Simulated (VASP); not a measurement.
Here is a VASP 6.6.1 calculation.

Contents of INCAR:

```
ALGO = Normal ; EDIFF = 1E-6
ENCUT = 520 ; GGA = PE
ISIF = 2 ; ISMEAR = 0
LASPH = True ; LCHARG = False
LREAL = False ; LWAVE = False
NBANDS = 22 ; NELM = 100
PREC = Accurate ; SIGMA = 0.1
```

Contents of KPOINTS:

```
k-points
0
Gamma
  8 8 8
```

File POSCAR:

```
InSb3
1.0
    0.0000000000      3.7945550000      3.7945550000
    3.7945550000      0.0000000000      3.7945550000
    3.7945550000      3.7945550000      0.0000000000
In Sb
1 3
Direct
    0.0000000000      0.0000000000      0.0000000000
    0.2381409019      0.2618590981      0.2618590981
    0.7500000000      0.7500000000      0.7500000000
    0.5000000000      0.5000000000      0.5000000000
```

Potentials or basis: VASP PAW PBE potentials, release 64 (In_d, Sb).

Launch:

```bash
$ cat potpaw_PBE.64/In_d/POTCAR potpaw_PBE.64/Sb/POTCAR > POTCAR
$ mpirun -np 1 vasp_std > vasp.out
```

(1) Predict the pressure.

(2) Estimate the band gap on the k mesh.

(3) What does it give for the largest force?

Answers

(1) -0.4 GPa.

(2) zero (band 14 reaches 9.13 eV, above the bottom of band 15 at 5.78 eV).

(3) 0.173 eV/Å.

Caveat: the cell differs from its parent crystal (one atom moved); spin-orbit coupling is left out, which moves the levels of the heavy elements.
